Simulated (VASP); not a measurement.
Input of a VASP 6.6.1 run:

File POSCAR:

```
Al
1.0
    0.0000000000      1.9834708509      1.9834708509
    1.9834708509      0.0000000000      1.9834708509
    1.9834708509      1.9834708509      0.0000000000
Al
1
Direct
    0.0000000000      0.0000000000      0.0000000000
```

INCAR.step1

```
SYSTEM = Al
PREC = Accurate
ENCUT = 520
ISMEAR = -1
SIGMA = 0.05
LREAL = .FALSE.
LASPH = .TRUE.
NELM = 60
NBANDS = 8
GGA = PE
ALGO = Normal
EDIFF = 1E-4
LWAVE = .TRUE.
LCHARG = .FALSE.
```

INCAR.step2

```
SYSTEM = Al
PREC = Accurate
ENCUT = 520
EDIFF = 1E-6
ISMEAR = -1
SIGMA = 0.05
LREAL = .FALSE.
LASPH = .TRUE.
NELM = 60
ALGO = Normal
ISIF = 2
LWAVE = .FALSE.
LCHARG = .FALSE.
METAGGA = R2SCAN
LMIXTAU = .TRUE.
IVDW = 12
VDW_S6 = 1.0
VDW_S8 = 0.78981345
VDW_A1 = 0.49484001
VDW_A2 = 5.73083694
NBANDS = 8
ISTART = 1
```

The input KPOINTS:

```
Automatic mesh
0
G
  11 11 11
  0 0 0
```

Potentials or basis: VASP PAW PBE potentials, release 64 (Al).

Run with:

```sh
$ cat potpaw_PBE.64/Al/POTCAR > POTCAR
$ cp INCAR.step1 INCAR
$ mpirun -np 1 vasp_std > vasp.out
$ cp INCAR.step2 INCAR
$ mpirun -np 1 vasp_std > vasp.out
```

**Question.** Predict the pressure.

**Answer.** 0.0 GPa.

**Question.** What does it give for the dispersion energy per atom?

**Answer.** -0.169 eV.

Caveat: the PAW data sets were made with another functional, which shifts forces and pressure a little; pairwise dispersion overbinds metals, which lowers pressure and volume.
